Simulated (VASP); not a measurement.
# CsH (I4mm) in VASP: notebook, part 2 of 3

VASP 6.6.1. Earlier steps stand in the parts before.

## (4) Single point, r2SCAN (all Cs atoms moved +0.438 Å, as atom 1 along Cartesian [0 0 1])

Input file POSCAR:

```
CsH
1.0
    0.0000000000      3.1880000000      3.1880000000
    3.1880000000      0.0000000000      3.1880000000
    3.1880000000      3.1880000000      0.0000000000
Cs H
1 1
Direct
    0.0686166876      0.0686166876     -0.0686166876
    0.5000000000      0.5000000000      0.5000000000
```

Input file INCAR.step1:

```
SYSTEM = CsH
ALGO = Normal ; EDIFF = 1E-4
ENCUT = 520 ; GGA = PE
ISMEAR = 0 ; LASPH = .TRUE.
LCHARG = .FALSE. ; LREAL = .FALSE.
LWAVE = .TRUE. ; NBANDS = 12
NELM = 80 ; PREC = Accurate
SIGMA = 0.05
```

Input file INCAR.step2:

```
SYSTEM = CsH
ALGO = Normal ; EDIFF = 1E-7
ENCUT = 520 ; ISIF = 2
ISMEAR = 0 ; ISTART = 1
LASPH = .TRUE. ; LCHARG = .FALSE.
LMIXTAU = .TRUE. ; LREAL = .FALSE.
LWAVE = .FALSE. ; METAGGA = R2SCAN
NBANDS = 12 ; NELM = 80
PREC = Accurate ; SIGMA = 0.05
```

Input file KPOINTS:

```
k-points
0
G
  6 6 6
  0 0 0
```

Potentials or basis: VASP PAW PBE potentials, release 64 (Cs_sv, H).

Started as:

```sh
$ cat potpaw_PBE.64/Cs_sv/POTCAR potpaw_PBE.64/H/POTCAR > POTCAR
$ cp INCAR.step1 INCAR
$ mpirun -np 1 vasp_std > vasp.out
$ cp INCAR.step2 INCAR
$ mpirun -np 1 vasp_std > vasp.out
```

OUTCAR:

```text
SYSTEM = CsH
   EDIFF = 1E-7
   ENCUT = 520
   ISIF = 2
   ISMEAR = 0
   ISTART = 1
   LASPH = .TRUE.
   LREAL = .FALSE.
   METAGGA = R2SCAN
   NELM = 80
   PREC = Accurate

 ion  position               nearest neighbor table
   1  0.069  0.069  0.931-
   2  0.500  0.500  0.500-

  LATTYP: Found a face centered cubic cell.
 ALAT       =     6.3760000000

  Lattice vectors:

 A1 = (   0.0000000000,   3.1880000000,   3.1880000000)
[... 536 lines left out ...]
      5      -0.6904      2.00000
      6       4.0886      0.00000
      7       4.1213      0.00000
      8       5.9715      0.00000
      9       7.3664      0.00000
     10       8.4834      0.00000
     11       9.4270      0.00000
     12      10.6594      0.00000

 [... further k-points ...]
[... 5 lines left out ...]
  --------------------------------------------------------------------------------------
  -------------------------------------------------------------------------------------
  Total       -0.0815797     -0.0815797      0.7712947      0.0000000      0.0000000      0.0000000
  in kB       -2.0170097     -2.0170097     19.0697936      0.0000000      0.0000000      0.0000000
  external PRESSURE =       5.0119247 kB  Pullay stress =       0.0000000 kB

 VOLUME and BASIS-vectors are now :
 -----------------------------------------------------------------------------
  energy-cutoff  :      520.00
  volume of cell :       64.80
      direct lattice vectors                 reciprocal lattice vectors
     0.000000000  3.188000000  3.188000000    -0.156838143  0.156838143  0.156838143
     3.188000000  0.000000000  3.188000000     0.156838143 -0.156838143  0.156838143
     3.188000000  3.188000000  0.000000000     0.156838143  0.156838143 -0.156838143

 POSITION                                       TOTAL-FORCE (eV/Angst)
 -----------------------------------------------------------------------------------
      3.18800      3.18800      0.43750         0.000000      0.000000     -0.387336
      3.18800      3.18800      3.18800         0.000000      0.000000      0.387336
 -----------------------------------------------------------------------------------
    total drift:                               -0.000000     -0.000000     -0.000246

  FREE ENERGIE OF THE ION-ELECTRON SYSTEM (eV)
  ---------------------------------------------------
  free  energy   TOTEN  =       -28.9174542575 eV

  energy  without entropy=      -28.9174542575  energy(sigma->0) =      -28.91745426
```

OUTCAR.step1:

```text
SYSTEM = CsH
   EDIFF = 1E-4
   ENCUT = 520
   GGA = PE
   ISMEAR = 0
   LASPH = .TRUE.
   LREAL = .FALSE.
[... 583 lines left out ...]
      3.18800      3.18800      0.43750         0.000000      0.000000     -0.341941
      3.18800      3.18800      3.18800         0.000000      0.000000      0.341941
 -----------------------------------------------------------------------------------
    total drift:                               -0.000000     -0.000000     -0.000434

  FREE ENERGIE OF THE ION-ELECTRON SYSTEM (eV)
  ---------------------------------------------------
  free  energy   TOTEN  =        -4.4876805259 eV

  energy  without entropy=       -4.4876805259  energy(sigma->0) =       -4.48768053
```

Wall time 5.8 min (1 thread of AMD EPYC 7R13, shared host); peak memory 0.19 GiB.

Results:

- Free energy: -28.9175 eV
- Pressure: 0.5 GPa
- Largest force: 0.387 eV/Å
- Band gap on the k mesh: 2.80 eV, direct

Forces on the atoms (eV/Å):
```
Cs   0.000  0.000 -0.387
H    0.000  0.000  0.387
```

Stress tensor (GPa, compression positive):
```
-0.20  0.00  0.00
 0.00 -0.20  0.00
 0.00  0.00  1.91
```

Levels at points of the mesh, in eV from the valence-band top:
```csv
k point,band 1,band 2,band 3,band 4,band 5,band 6,band 7,band 8,band 9,band 10
"(0.00, 0.00, 0.00)",-21.99,-8.09,-8.09,-8.08,-1.57,5.71,5.71,5.75,6.10,7.65
"(0.50, 0.00, 0.00)",-21.91,-8.93,-8.18,-8.17,0.00,2.80,5.32,5.32,7.89,8.90
"(0.50, 0.50, 0.00)",-21.88,-8.81,-8.36,-8.36,-1.02,3.55,5.87,9.05,9.05,9.09
"(0.00, 0.50, 0.50)",-21.88,-8.80,-8.36,-8.36,-1.04,3.52,6.13,7.61,9.11,9.12
```

Caveat: the cell differs from its parent crystal (all Cs atoms moved +0.438 Å, as atom 1 along Cartesian [0 0 1]); the PAW data sets were made with another functional, which shifts forces and pressure a little; spin-orbit coupling is left out, which moves the levels of the heavy elements.

## (5) Single point, r2SCAN (all Cs atoms moved +0.312 Å, as atom 1 along Cartesian [0 0 1])

Changes to POSCAR since step 4:

```diff
@@ -8,3 +8,3 @@
 Direct
-    0.0686166876      0.0686166876     -0.0686166876
+    0.0490119197      0.0490119197     -0.0490119197
     0.5000000000      0.5000000000      0.5000000000
```

Input file INCAR.step1:

```
  PREC = Accurate
  ENCUT = 520
  ISMEAR = 0
  SIGMA = 0.05
  LREAL = F
  LASPH = T
  NELM = 100
  NBANDS = 12
  GGA = PE
  ALGO = Normal
  EDIFF = 1E-4
  LWAVE = T
  LCHARG = F
```

Input file INCAR.step2:

```
  PREC = Accurate
  ENCUT = 520
  EDIFF = 1E-6
  ISMEAR = 0
  SIGMA = 0.05
  LREAL = F
  LASPH = T
  NELM = 100
  ALGO = Normal
  ISIF = 2
  LWAVE = F
  LCHARG = F
  METAGGA = R2SCAN
  LMIXTAU = T
  NBANDS = 12
  ISTART = 1
```

Input file KPOINTS:

```
Automatic mesh
0
Gamma
  6 6 6
```

Potentials or basis: VASP PAW PBE potentials, release 64 (Cs_sv, H).

Started as:

```sh
$ cat potpaw_PBE.64/Cs_sv/POTCAR potpaw_PBE.64/H/POTCAR > POTCAR
$ cp INCAR.step1 INCAR
$ mpirun -np 1 vasp_std > vasp.out
$ cp INCAR.step2 INCAR
$ mpirun -np 1 vasp_std > vasp.out
```

OUTCAR:

```text
PREC = Accurate
   ENCUT = 520
   EDIFF = 1E-6
   ISMEAR = 0
   LREAL = F
   LASPH = T
   NELM = 100
   ISIF = 2
   METAGGA = R2SCAN
   ISTART = 1

 ion  position               nearest neighbor table
   1  0.049  0.049  0.951-
   2  0.500  0.500  0.500-

  LATTYP: Found a face centered cubic cell.
 ALAT       =     6.3760000000

  Lattice vectors:

 A1 = (   0.0000000000,   3.1880000000,   3.1880000000)
 A2 = (   3.1880000000,   0.0000000000,   3.1880000000)
 A3 = (   3.1880000000,   3.1880000000,   0.0000000000)

Analysis of symmetry for initial positions (statically):
=====================================================================
 Subroutine PRICEL returns:
 Original cell was already a primitive cell.

 Routine SETGRP: Setting up the symmetry group for a
 face centered cubic supercell.

 Subroutine GETGRP returns: Found  8 space group operations
 (whereof  8 operations were pure point group operations)
 out of a pool of 48 trial point group operations.

The static configuration has the point symmetry C_4v.

Analysis of symmetry for dynamics (positions and initial velocities):
=====================================================================
 Subroutine PRICEL returns:
 Original cell was already a primitive cell.

 Routine SETGRP: Setting up the symmetry group for a
 face centered cubic supercell.

 Subroutine GETGRP returns: Found  8 space group operations
 (whereof  8 operations were pure point group operations)
 out of a pool of 48 trial point group operations.

The dynamic configuration has the point symmetry C_4v.

 Subroutine INISYM returns: Found  8 space group operations
 (whereof  8 operations are pure point group operations),
 and found     1 'primitive' translations

----------------------------------------------------------------------------------------

                                     Primitive cell

  volume of cell :      64.8015

  direct lattice vectors                    reciprocal lattice vectors
     0.000000000  3.188000000  3.188000000    -0.156838143  0.156838143  0.156838143
     3.188000000  0.000000000  3.188000000     0.156838143 -0.156838143  0.156838143
     3.188000000  3.188000000  0.000000000     0.156838143  0.156838143 -0.156838143

  length of vectors
     4.508512837  4.508512837  4.508512837     0.271651632  0.271651632  0.271651632

  position of ions in fractional coordinates (direct lattice)
     0.049011920  0.049011920  0.950988080
     0.500000000  0.500000000  0.500000000

  ion indices of the primitive-cell ions
   primitive index   ion index
                 1           1
                 2           2

----------------------------------------------------------------------------------------

 KPOINTS: Automatic mesh

Automatic generation of k-mesh.
 Grid dimensions read from file:
 generate k-points for:    6    6    6

 Generating k-lattice:

  Cartesian coordinates                     Fractional coordinates (reciprocal lattice)
    -0.026139691  0.026139691  0.026139691     0.166666667  0.000000000  0.000000000
     0.026139691 -0.026139691  0.026139691     0.000000000  0.166666667  0.000000000
     0.026139691  0.026139691 -0.026139691     0.000000000  0.000000000  0.166666667

  Length of vectors
     0.045275272  0.045275272  0.045275272

  Shift w.r.t. Gamma in fractional coordinates (k-lattice)
     0.000000000  0.000000000  0.000000000

 Subroutine IBZKPT returns following result:
 ===========================================

 Found     30 irreducible k-points:

 Following reciprocal coordinates:
            Coordinates               Weight
  0.000000  0.000000  0.000000      1.000000
  0.166667  0.000000  0.000000      8.000000
  0.333333  0.000000  0.000000      8.000000
  0.500000  0.000000  0.000000      4.000000
  0.166667  0.166667  0.000000      2.000000
  0.000000  0.166667  0.166667      4.000000
[... 16 lines left out ...]
  0.500000  0.333333  0.166667      8.000000
  0.166667  0.500000  0.333333      8.000000
 [... further k-points ...]
   k-points           NKPTS =     30   k-points in BZ     NKDIM =     30   number of bands    NBANDS=     12
   number of dos      NEDOS =    301   number of ions     NIONS =      2
   total plane-waves  NPLWV =  46656
   dimension x,y,z NGX =    36 NGY =   36 NGZ =   36
   dimension x,y,z NGXF=    72 NGYF=   72 NGZF=   72
   ions per type =               1   1
   NGX,Y,Z   is equivalent  to a cutoff of  13.27, 13.27, 13.27 a.u.
   NGXF,Y,Z  is equivalent  to a cutoff of  26.55, 26.55, 26.55 a.u.
 SYSTEM =  unknown system
   PREC   = accura    normal or accurate (medium, high low for compatibility)
   ISTART =      1    job   : 0-new  1-cont  2-samecut
   ICHARG =      0    charge: 1-file 2-atom 10-const
   ISPIN  =      1    spin polarized calculation?
   LNONCOLLINEAR =      F non collinear calculations
   LSORBIT =      F    spin-orbit coupling
   LASPH  =      T    aspherical Exc in radial PAW
   ENCUT  =  520.0 eV  38.22 Ry    6.18 a.u.   8.38  8.38  8.38*2*pi/ulx,y,z
   NELM   =    100;   NELMIN=  2; NELMDL=  0     # of ELM steps
   EDIFF  = 0.1E-05   stopping-criterion for ELM
   LREAL  =      F    real-space projection
   EDIFFG = 0.1E-04   stopping-criterion for IOM
   NSW    =      0    number of steps for IOM
   IBRION =     -1    ionic relax: 0-MD 1-quasi-New 2-CG
   NFREE  =      0    steps in history (QN), initial steepest desc. (CG)
   ISIF   =      2    stress and relaxation
   ISYM   =      2    0-nonsym 1-usesym 2-fastsym
   POTIM  = 0.5000    time-step for ionic-motion
   TEBEG  =    0.0;   TEEND  =   0.0 temperature during run
   PSTRESS=    0.0 pullay stress
   NELECT =      10.0000    total number of electrons
   NUPDOWN=      -1.0000    fix difference up-down
   EMIN   =  10.00;   EMAX   =-10.00  energy-range for DOS
   EFERMI =   0.00;   METHOD = LEGACY
   ISMEAR =     0;   SIGMA  =   0.05  broadening in eV -4-tet -1-fermi 0-gaus
   EFERMI_NEDOS =   21; number of points for ismear=-14 and -15
   IALGO  =     38    algorithm
   IMIX   =      4    mixing-type and parameters
     AMIX     =   0.40;   BMIX     =  1.00
     AMIX_MAG =   1.60;   BMIX_MAG =  1.00
  volume/ion in A,a.u.               =      32.40       218.65
  Fermi-wavevector in a.u.,A,eV,Ry     =   0.878105  1.659378 10.491026  0.771069
  Thomas-Fermi vector in A             =   1.998146
   LORBIT       =      0    0 simple, 1 ext, 2 COOP (PROOUT), +10 PAW based schemes
   METAGGA = R2SCAN    functional components
   LHFCALC =     F    Hartree Fock is set to
   AEXX    =    0.0000 exact exchange contribution
   IVDW    =     0    specifies the selected vdW correction
   LEPSILON=     F    determine dielectric tensor
   LRPA    =     F    only Hartree local field effects (RPA)
 non-spin polarized calculation
 Gauss-broadening in eV      SIGMA  =   0.05
  energy-cutoff  :      520.00
  volume of cell :       64.80
 maximum number of plane-waves:      1807
 NGX is ok and might be reduce to    36
   NGX = 17   NGY = 17   NGZ = 17

 number of electron      10.0000001 magnetization

 Free energy of the ion-electron system (eV)
  ---------------------------------------------------
  ext. energy  EPLUGINS =         0.00000000
  ---------------------------------------------------
  free energy    TOTEN  =       -28.95570377 eV

  energy without entropy =      -28.95570377  energy(sigma->0) =      -28.95570377

 E-fermi :   0.0963     XC(G=0):  -7.5478

 val. band max:       -0.1405759927   @ k =   0.5000   0.0000   0.0000
 cond. band min:       2.5989294156   @ k =   0.5000   0.0000   0.0000
 fundamental gap:      2.7395054082
 Fermi energy:         0.0963031041

 k-point     1 :       0.0000    0.0000    0.0000
  band No.  band energies     occupation
      1     -22.1686      2.00000
      2      -8.2599      2.00000
      3      -8.2599      2.00000
      4      -8.2533      2.00000
      5      -1.7462      2.00000
      6       5.5616      0.00000
      7       5.5616      0.00000
      8       5.5819      0.00000
      9       6.0839      0.00000
     10       7.4681      0.00000
     11       7.4885      0.00000
     12       9.1212      0.00000
[... 331 lines left out ...]
 k-point    24 :       0.1667    0.5000    0.3333
  band No.  band energies     occupation
      1     -22.0810      2.00000
      2      -8.8732      2.00000
      3      -8.5699      2.00000
      4      -8.4233      2.00000
      5      -0.7100      2.00000
      6       4.0969      0.00000
      7       4.1179      0.00000
      8       6.0679      0.00000
      9       7.3555      0.00000
     10       8.4050      0.00000
     11       9.3774      0.00000
     12      10.6295      0.00000

 [... further k-points ...]
[... 5 lines left out ...]
  --------------------------------------------------------------------------------------
  -------------------------------------------------------------------------------------
  Total       -0.0351205     -0.0351205      0.3956231      0.0000000     -0.0000000      0.0000000
  in kB       -0.8683338     -0.8683338      9.7815411      0.0000000     -0.0000000      0.0000000
  external PRESSURE =       2.6816245 kB  Pullay stress =       0.0000000 kB

 VOLUME and BASIS-vectors are now :
 -----------------------------------------------------------------------------
  energy-cutoff  :      520.00
  volume of cell :       64.80
      direct lattice vectors                 reciprocal lattice vectors
     0.000000000  3.188000000  3.188000000    -0.156838143  0.156838143  0.156838143
     3.188000000  0.000000000  3.188000000     0.156838143 -0.156838143  0.156838143
     3.188000000  3.188000000  0.000000000     0.156838143  0.156838143 -0.156838143

 POSITION                                       TOTAL-FORCE (eV/Angst)
 -----------------------------------------------------------------------------------
      3.18800      3.18800      0.31250         0.000000      0.000000     -0.233608
      3.18800      3.18800      3.18800         0.000000      0.000000      0.233608
 -----------------------------------------------------------------------------------
    total drift:                                0.000000      0.000000     -0.000097

  FREE ENERGIE OF THE ION-ELECTRON SYSTEM (eV)
  ---------------------------------------------------
  free  energy   TOTEN  =       -28.9557037661 eV

  energy  without entropy=      -28.9557037661  energy(sigma->0) =      -28.95570377
```

OUTCAR.step1:

```text
PREC = Accurate
   ENCUT = 520
   ISMEAR = 0
   LREAL = F
   LASPH = T
[... 581 lines left out ...]
 -----------------------------------------------------------------------------------
      3.18800      3.18800      0.31250         0.000000      0.000000     -0.202460
      3.18800      3.18800      3.18800         0.000000      0.000000      0.202460
 -----------------------------------------------------------------------------------
    total drift:                               -0.000000     -0.000000      0.000454

  FREE ENERGIE OF THE ION-ELECTRON SYSTEM (eV)
  ---------------------------------------------------
  free  energy   TOTEN  =        -4.5212222112 eV

  energy  without entropy=       -4.5212222112  energy(sigma->0) =       -4.52122221
```

OSZICAR.step1:

```text
N       E                     dE             d eps       ncg     rms          rms(c)
DAV:   1     0.410078471325E+02    0.41008E+02   -0.37278E+03   720   0.653E+02
DAV:   2    -0.205453901009E+01   -0.43062E+02   -0.40619E+02   892   0.115E+02
DAV:   3    -0.534610804274E+01   -0.32916E+01   -0.32870E+01   924   0.334E+01
DAV:   4    -0.537338215936E+01   -0.27274E-01   -0.27273E-01   808   0.350E+00
DAV:   5    -0.537349793809E+01   -0.11578E-03   -0.11578E-03   912   0.230E-01    0.383E+00
DAV:   6    -0.464485776700E+01    0.72864E+00   -0.59252E-01   828   0.298E+00    0.161E+00
DAV:   7    -0.449837928725E+01    0.14648E+00   -0.66191E-01   812   0.279E+00    0.669E-01
DAV:   8    -0.452920156565E+01   -0.30822E-01   -0.82651E-02   780   0.116E+00    0.413E-01
DAV:   9    -0.452086794159E+01    0.83336E-02   -0.18457E-02   852   0.560E-01    0.394E-02
DAV:  10    -0.452112860630E+01   -0.26066E-03   -0.23938E-03   776   0.194E-01    0.296E-02
DAV:  11    -0.452123855294E+01   -0.10995E-03   -0.28113E-04   828   0.755E-02    0.251E-02
DAV:  12    -0.452122221119E+01    0.16342E-04   -0.92492E-05   780   0.434E-02
   1 F= -.45212222E+01 E0= -.45212222E+01  d E =-.419149E-16
```

It took 4.8 min on 1 thread of AMD EPYC 7R13, shared host; peak memory 0.19 GiB.

What came out:

- Free energy: -28.9557 eV
- Pressure: 0.3 GPa
- Largest force: 0.234 eV/Å
- Band gap on the k mesh: 2.74 eV, direct

Forces in eV/Å, atoms in the order of the input:
```
Cs   0.000  0.000 -0.234
H    0.000  0.000  0.234
```

Caveat: the cell differs from its parent crystal (all Cs atoms moved +0.312 Å, as atom 1 along Cartesian [0 0 1]); the PAW data sets were made with another functional, which shifts forces and pressure a little; spin-orbit coupling is left out, which moves the levels of the heavy elements. A k mesh can miss the band edges.

[end of part 2 of 3]
